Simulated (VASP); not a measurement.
# Se (P4/mbm) in VASP: a series of runs, part 2 of 2

VASP 6.6.1. The steps go on from the part before.

## 3. Single point, PBE

This run uses another cell than the first one, of 24.48 Å³/atom.

The input, INCAR:

```
PREC = Accurate
ENCUT = 520
EDIFF = 1E-7
ISMEAR = 0
SIGMA = 0.1
LREAL = False
LASPH = True
NELM = 80
ALGO = Normal
ISIF = 2
LWAVE = False
LCHARG = False
GGA = PE
NBANDS = 27
```

The input, KPOINTS:

```
Automatic mesh
0
Gamma
  4 4 8
```

The input, POSCAR:

```
Se
1.0
    7.3868635042      0.0000000000      0.0000000000
    0.0000000000      7.3868635042      0.0000000000
    0.0000000000      0.0000000000      2.6918457368
Se
6
Direct
    0.1525678116      0.3474321884      0.0000000000
    0.3474321884      0.8474321884      0.0000000000
    0.8474321884      0.6525678116      0.0000000000
    0.6525678116      0.1525678116      0.0000000000
    0.0000000000      0.0000000000      0.0000000000
    0.5000000000      0.5000000000      0.0000000000
```

Potentials or basis: VASP PAW PBE potentials, release 64 (Se).

On the command line:

```console
cat potpaw_PBE.64/Se/POTCAR > POTCAR
mpirun -np 1 vasp_std > vasp.out
```

OUTCAR:

```text
PREC = Accurate
   ENCUT = 520
   EDIFF = 1E-7
   ISMEAR = 0
   LREAL = False
   LASPH = True
   NELM = 80
   ISIF = 2
   GGA = PE

 ion  position               nearest neighbor table
   1  0.153  0.347  0.000-
   2  0.347  0.847  0.000-
   3  0.847  0.653  0.000-
   4  0.653  0.153  0.000-
   5  0.000  0.000  0.000-
   6  0.500  0.500  0.000-

  LATTYP: Found a simple tetragonal cell.
 ALAT       =     7.3868635042
 C/A-ratio  =     0.3644098385

  Lattice vectors:

 A1 = (   7.3868635042,   0.0000000000,   0.0000000000)
 A2 = (   0.0000000000,   7.3868635042,   0.0000000000)
 A3 = (   0.0000000000,   0.0000000000,   2.6918457368)

Analysis of symmetry for initial positions (statically):
=====================================================================
 Subroutine PRICEL returns:
 Original cell was already a primitive cell.

 Routine SETGRP: Setting up the symmetry group for a
 simple tetragonal supercell.

 Subroutine GETGRP returns: Found 16 space group operations
 (whereof  8 operations were pure point group operations)
 out of a pool of 16 trial point group operations.

The static configuration has the point symmetry C_4h.
 The point group associated with its full space group is D_4h.

Analysis of symmetry for dynamics (positions and initial velocities):
=====================================================================
 Subroutine PRICEL returns:
 Original cell was already a primitive cell.

 Routine SETGRP: Setting up the symmetry group for a
 simple tetragonal supercell.

 Subroutine GETGRP returns: Found 16 space group operations
 (whereof  8 operations were pure point group operations)
 out of a pool of 16 trial point group operations.

The dynamic configuration has the point symmetry C_4h.
 The point group associated with its full space group is D_4h.

 Subroutine INISYM returns: Found 16 space group operations
 (whereof  8 operations are pure point group operations),
 and found     1 'primitive' translations

----------------------------------------------------------------------------------------

                                     Primitive cell

  volume of cell :     146.8826

  direct lattice vectors                    reciprocal lattice vectors
     7.386863504  0.000000000  0.000000000     0.135375454  0.000000000  0.000000000
     0.000000000  7.386863504  0.000000000     0.000000000  0.135375454  0.000000000
     0.000000000  0.000000000  2.691845737     0.000000000  0.000000000  0.371492313

  length of vectors
     7.386863504  7.386863504  2.691845737     0.135375454  0.135375454  0.371492313

  position of ions in fractional coordinates (direct lattice)
     0.152567812  0.347432188  0.000000000
     0.347432188  0.847432188  0.000000000
     0.847432188  0.652567812  0.000000000
     0.652567812  0.152567812  0.000000000
     0.000000000  0.000000000  0.000000000
     0.500000000  0.500000000  0.000000000

  ion indices of the primitive-cell ions
   primitive index   ion index
                 1           1
                 2           2
                 3           3
                 4           4
                 5           5
[... 27 lines left out ...]

 Following reciprocal coordinates:
            Coordinates               Weight
  0.000000  0.000000  0.000000      1.000000
  0.250000  0.000000  0.000000      4.000000
  0.500000  0.000000  0.000000      2.000000
  0.250000  0.250000  0.000000      4.000000
  0.500000  0.250000  0.000000      4.000000
  0.500000  0.500000  0.000000      1.000000
[... 16 lines left out ...]
  0.500000  0.250000  0.375000      8.000000
  0.500000  0.500000  0.375000      2.000000
 [... further k-points ...]
   k-points           NKPTS =     30   k-points in BZ     NKDIM =     30   number of bands    NBANDS=     27
   number of dos      NEDOS =    301   number of ions     NIONS =      6
   total plane-waves  NPLWV =  62720
   dimension x,y,z NGX =    56 NGY =   56 NGZ =   20
   dimension x,y,z NGXF=   112 NGYF=  112 NGZF=   40
   ions per type =               6
   NGX,Y,Z   is equivalent  to a cutoff of  12.60, 12.60, 12.35 a.u.
   NGXF,Y,Z  is equivalent  to a cutoff of  25.21, 25.21, 24.70 a.u.
 SYSTEM =  unknown system
   PREC   = accura    normal or accurate (medium, high low for compatibility)
   ISTART =      0    job   : 0-new  1-cont  2-samecut
   ICHARG =      2    charge: 1-file 2-atom 10-const
   ISPIN  =      1    spin polarized calculation?
   LNONCOLLINEAR =      F non collinear calculations
   LSORBIT =      F    spin-orbit coupling
   LASPH  =      T    aspherical Exc in radial PAW
   ENCUT  =  520.0 eV  38.22 Ry    6.18 a.u.  13.73 13.73  5.01*2*pi/ulx,y,z
   NELM   =     80;   NELMIN=  2; NELMDL= -5     # of ELM steps
   EDIFF  = 0.1E-06   stopping-criterion for ELM
   LREAL  =      F    real-space projection
   EDIFFG = 0.1E-05   stopping-criterion for IOM
   NSW    =      0    number of steps for IOM
   IBRION =     -1    ionic relax: 0-MD 1-quasi-New 2-CG
   NFREE  =      0    steps in history (QN), initial steepest desc. (CG)
   ISIF   =      2    stress and relaxation
   ISYM   =      2    0-nonsym 1-usesym 2-fastsym
   POTIM  = 0.5000    time-step for ionic-motion
   TEBEG  =    0.0;   TEEND  =   0.0 temperature during run
   PSTRESS=    0.0 pullay stress
   NELECT =      36.0000    total number of electrons
   NUPDOWN=      -1.0000    fix difference up-down
   EMIN   =  10.00;   EMAX   =-10.00  energy-range for DOS
   EFERMI =   0.00;   METHOD = LEGACY
   ISMEAR =     0;   SIGMA  =   0.10  broadening in eV -4-tet -1-fermi 0-gaus
   EFERMI_NEDOS =   21; number of points for ismear=-14 and -15
   IALGO  =     38    algorithm
   IMIX   =      4    mixing-type and parameters
     AMIX     =   0.40;   BMIX     =  1.00
     AMIX_MAG =   1.60;   BMIX_MAG =  1.00
  volume/ion in A,a.u.               =      24.48       165.20
  Fermi-wavevector in a.u.,A,eV,Ry     =   1.024516  1.936055 14.281134  1.049634
  Thomas-Fermi vector in A             =   2.158308
   LORBIT       =      0    0 simple, 1 ext, 2 COOP (PROOUT), +10 PAW based schemes
   GGA     = PE    functional components
   LHFCALC =     F    Hartree Fock is set to
   AEXX    =    0.0000 exact exchange contribution
   IVDW    =     0    specifies the selected vdW correction
   LEPSILON=     F    determine dielectric tensor
   LRPA    =     F    only Hartree local field effects (RPA)
 non-spin polarized calculation
 Gauss-broadening in eV      SIGMA  =   0.10
  energy-cutoff  :      520.00
  volume of cell :      146.88
 maximum number of plane-waves:      3992
 NGX is ok and might be reduce to    56
   NGX = 27   NGY = 27   NGZ = 11

 number of electron      35.9999991 magnetization

 Free energy of the ion-electron system (eV)
  ---------------------------------------------------
  ext. energy  EPLUGINS =         0.00000000
  ---------------------------------------------------
  free energy    TOTEN  =       -19.53493582 eV

  energy without entropy =      -19.51964542  energy(sigma->0) =      -19.52729062

 E-fermi :   3.7288     XC(G=0):  -9.4645

 val. band max:        3.7049306184   @ k =   0.2500   0.2500   0.5000
 cond. band min:       3.7316076916   @ k =   0.2500   0.0000   0.1250
 fundamental gap:      0.0266770731
 Fermi energy:         3.7287778058

 k-point     1 :       0.0000    0.0000    0.0000
  band No.  band energies     occupation
      1     -12.1555      2.00000
      2     -11.1990      2.00000
      3     -10.2810      2.00000
      4     -10.1596      2.00000
      5     -10.1596      2.00000
      6      -9.1982      2.00000
[... 709 lines left out ...]
     26       9.2711      0.00000
     27       9.8203      0.00000

 [... further k-points ...]

------------------------ aborting loop because EDIFF is reached ----------------------------------------

  FORCE on cell =-STRESS in cart. coord.  units (eV):
  Direction    XX          YY          ZZ          XY          YZ          ZX
  --------------------------------------------------------------------------------------
  -------------------------------------------------------------------------------------
  Total        0.3844358      0.3844358      0.3735429      0.0000000      0.0000000      0.0000000
  in kB        4.1933787      4.1933787      4.0745598      0.0000000      0.0000000      0.0000000
  external PRESSURE =       4.1537724 kB  Pullay stress =       0.0000000 kB

 VOLUME and BASIS-vectors are now :
 -----------------------------------------------------------------------------
  energy-cutoff  :      520.00
  volume of cell :      146.88
      direct lattice vectors                 reciprocal lattice vectors
     7.386863504  0.000000000  0.000000000     0.135375454  0.000000000  0.000000000
     0.000000000  7.386863504  0.000000000     0.000000000  0.135375454  0.000000000
     0.000000000  0.000000000  2.691845737     0.000000000  0.000000000  0.371492313

 POSITION                                       TOTAL-FORCE (eV/Angst)
 -----------------------------------------------------------------------------------
      1.12700      2.56643      0.00000         0.003357     -0.003357     -0.000000
      2.56643      6.25987      0.00000        -0.003357     -0.003357      0.000000
      6.25987      4.82043      0.00000        -0.003357      0.003357      0.000000
      4.82043      1.12700      0.00000         0.003357      0.003357     -0.000000
      0.00000      0.00000      0.00000         0.000000      0.000000      0.000000
      3.69343      3.69343      0.00000         0.000000      0.000000      0.000000
 -----------------------------------------------------------------------------------
    total drift:                               -0.000000      0.000000      0.000000

  FREE ENERGIE OF THE ION-ELECTRON SYSTEM (eV)
  ---------------------------------------------------
  free  energy   TOTEN  =       -19.5349358201 eV

  energy  without entropy=      -19.5196454250  energy(sigma->0) =      -19.52729062
```

OSZICAR:

```text
N       E                     dE             d eps       ncg     rms          rms(c)
DAV:   1     0.182771393702E+03    0.18277E+03   -0.14937E+04  1620   0.114E+03
DAV:   2    -0.545362092893E+01   -0.18823E+03   -0.18093E+03  2215   0.185E+02
DAV:   3    -0.194968212864E+02   -0.14043E+02   -0.13840E+02  2041   0.533E+01
DAV:   4    -0.196554000458E+02   -0.15858E+00   -0.15791E+00  1960   0.647E+00
DAV:   5    -0.196566587343E+02   -0.12587E-02   -0.12582E-02  1939   0.589E-01    0.906E+00
DAV:   6    -0.195208010400E+02    0.13586E+00   -0.40063E-01  1929   0.303E+00    0.539E+00
DAV:   7    -0.195337004950E+02   -0.12899E-01   -0.10470E-01  1789   0.138E+00    0.158E+00
DAV:   8    -0.195349384747E+02   -0.12380E-02   -0.39739E-03  1856   0.355E-01    0.185E-01
DAV:   9    -0.195348939035E+02    0.44571E-04   -0.11078E-03  1851   0.192E-01    0.707E-02
DAV:  10    -0.195349257364E+02   -0.31833E-04   -0.17666E-04  1845   0.679E-02    0.201E-02
DAV:  11    -0.195349339108E+02   -0.81744E-05   -0.20341E-05  1873   0.222E-02    0.108E-02
DAV:  12    -0.195349357501E+02   -0.18393E-05   -0.46844E-06  1822   0.104E-02    0.349E-03
DAV:  13    -0.195349358201E+02   -0.69945E-07   -0.52393E-07  1762   0.355E-03
   1 F= -.19534936E+02 E0= -.19527291E+02  d E =-.152904E-01
```

stdout:

```text
POSCAR found type information on POSCAR Se
 POSCAR found :  1 types and       6 ions
 scaLAPACK will be used
 LDA part: xc-table for (Slater+PW92), standard interpolation
 POSCAR, INCAR and KPOINTS ok, starting setup
 FFT: planning ... GRIDC
 FFT: planning ... GRID_SOFT
 FFT: planning ... GRID
 WAVECAR not read
 entering main loop
```

Wall time 71 s (1 thread of AMD EPYC 9R45 (Zen 5), shared host); peak memory 0.23 GiB.

What came out:

```
Free energy            : -19.5349 eV
Pressure               : 0.4 GPa
Largest force          : 0.005 eV/Å
Band gap on the k mesh : zero (bands 18 and 19 overlap by 2.84 eV)
```

Forces in eV/Å, atoms in the order of the input:
```
Se   0.003 -0.003  0.000
Se  -0.003 -0.003  0.000
Se  -0.003  0.003  0.000
Se   0.003  0.003  0.000
Se   0.000  0.000  0.000
Se   0.000  0.000  0.000
```

Levels at points of the mesh, in eV from the Fermi level:
| k point | band 16 | band 17 | band 18 | band 19 | band 20 | band 21 |
| --- | --- | --- | --- | --- | --- | --- |
| (0.00, 0.00, 0.00) | -0.47 | 1.15 | 1.15 | 2.89 | 3.50 | 4.29 |
| (0.50, 0.00, 0.00) | -0.20 | 0.63 | 0.63 | 3.15 | 3.15 | 4.32 |
| (0.50, 0.50, 0.00) | -1.52 | 1.76 | 1.76 | 3.19 | 3.19 | 4.14 |
| (0.00, 0.00, 0.50) | -1.24 | -1.24 | -0.69 | -0.54 | 0.16 | 1.61 |
| (0.50, 0.00, 0.50) | -2.89 | -1.14 | -1.14 | 0.65 | 0.65 | 1.96 |
| (0.50, 0.50, 0.50) | -2.47 | -0.68 | -0.68 | 0.60 | 0.60 | 0.68 |

## 4. Relaxation of cell and atoms, PBE

The input, INCAR:

```
SYSTEM = Se
PREC = Accurate ; ENCUT = 600
EDIFF = 1E-7 ; ISMEAR = 0
SIGMA = 0.1 ; LREAL = .False.
LASPH = .True. ; NELM = 60
ALGO = Normal ; ISIF = 3
LWAVE = .False. ; LCHARG = .False.
GGA = PE ; IBRION = 2
NSW = 90 ; EDIFFG = -0.04
```

The input, KPOINTS:

```
regular mesh
0
Gamma
  4 4 8
  0 0 0
```

The input, POSCAR:

```
Se
1.0
    6.5276953700      0.0000000000      0.0000000000
    0.0000000000      6.5276953700      0.0000000000
    0.0000000000      0.0000000000      2.3936046700
Se
6
Direct
    0.1767953900      0.3232046100      0.0000000000
    0.3232046100      0.8232046100      0.0000000000
    0.8232046100      0.6767953900      0.0000000000
    0.6767953900      0.1767953900      0.0000000000
    0.0000000000      0.0000000000      0.0000000000
    0.5000000000      0.5000000000      0.0000000000
```

On the command line:

```console
cat potpaw_PBE.64/Se/POTCAR > POTCAR
mpirun -np 1 vasp_std > vasp.out
```

It took 6.4 min on 1 thread of AMD EPYC 9R45 (Zen 5), shared host; peak memory 0.23 GiB.

Results (log left out):

```yaml
Free_energy: -19.5256 eV
Relaxed_volume: 25.21 Å³/atom
Relaxed_cell: a = 7.490 Å, b = 7.490 Å, c = 2.696 Å, α = 90.00°, β = 90.00°, γ = 90.00°
Space_group_after_relaxing_to_0.1_Å: P4/mbm (No. 127)
Energy_gained_by_relaxing: 980.8 meV/atom
Ionic_steps: 10
Pressure_after_relaxing: 0.0 GPa
```

Stress tensor (GPa, compression positive):
```
 0.06  0.00  0.00
 0.00  0.06  0.00
 0.00  0.00 -0.12
```

Step by step:
```
step  energy change (eV)  largest force (eV/Å)  pressure (GPa)  volume (Å³)
   1              0.0000                1.1636           53.87       101.99
   2             -3.2206                0.2550           -9.17       211.69
   3             -5.7915                0.0913           -0.40       150.83
   4             -5.7940                0.1031            0.04       149.72
   5             -5.7935                0.1148            0.49       148.65
   6             -5.8721                0.0151            0.77       150.10
   7             -5.8820                0.0143            0.61       149.78
   8             -5.8820                0.0163            0.61       149.76
   9             -5.8848                0.0009           -0.11       151.54
  10             -5.8849                0.0017            0.00       151.26
```

Final structure:
```
Se
1.0
     7.49011    0.00000    0.00000
     0.00000    7.49011    0.00000
     0.00000    0.00000    2.69621
Se
6
Direct
  0.17278 0.32722 0.00000
  0.32722 0.82722 0.00000
  0.82722 0.67278 0.00000
  0.67278 0.17278 0.00000
  0.00000 0.00000 0.00000
  0.50000 0.50000 0.00000
```

Levels at points of the mesh, in eV from the Fermi level:
```csv
k point,band 15,band 16,band 17,band 18,band 19,band 20,band 21,band 22
"(0.00, 0.00, 0.00)",-0.87,-0.87,1.86,1.86,2.89,3.46,4.50,4.57
"(0.50, 0.00, 0.00)",0.17,0.17,0.78,0.78,3.13,3.13,4.53,4.53
"(0.50, 0.50, 0.00)",-1.50,-1.50,2.15,2.15,3.15,3.15,4.98,4.98
"(0.00, 0.00, 0.50)",-1.42,-1.16,-1.16,-0.49,0.21,0.25,1.25,1.25
"(0.50, 0.00, 0.50)",-2.90,-2.90,-0.62,-0.62,0.57,0.57,2.27,2.27
"(0.50, 0.50, 0.50)",-1.84,-1.84,-0.37,-0.37,0.38,0.38,0.78,0.78
```

Caveat: the volume moved by over 15 % at a fixed basis, so the end points are rough; the highest band is partly filled, so the run has too few bands.

## 5. The runs side by side

| task | cell | cutoff (eV) | gap on the mesh (eV) | pressure (GPa) |
| --- | --- | --- | --- | --- |
| single point | a = 6.528, b = 6.528, c = 2.394 Å, 6 atoms, atomic positions A | 520 | none | 53.9 |
| single point | a = 7.387, b = 7.387, c = 2.692 Å, 6 atoms, atomic positions B | 520 | none | 0.4 |
| relaxation of cell and atoms | relaxed from a = 6.528, b = 6.528, c = 2.394 Å, 6 atoms, atomic positions A | 600 | - | 0.0 |

Alike in all rows: level PBE; potentials or basis VASP PAW PBE potentials, release 64 (Se); no spin polarisation; k mesh 4 × 4 × 8; smearing gaussian 0.1 eV.

Caveats: the stress differs along the axes, from 51 to 59 GPa (at least some runs); forces of over 1 eV/Å act on the atoms, so gaps and moduli don't describe the material at rest (at least some runs); the volume moved by over 15 % at a fixed basis, so the end points are rough (at least some runs); the highest band is partly filled, so the run has too few bands (at least some runs).

Absolute energies hang on the potentials; compare differences alone.

The gap in the log of VASP goes by the Fermi energy; the results here count the filled bands.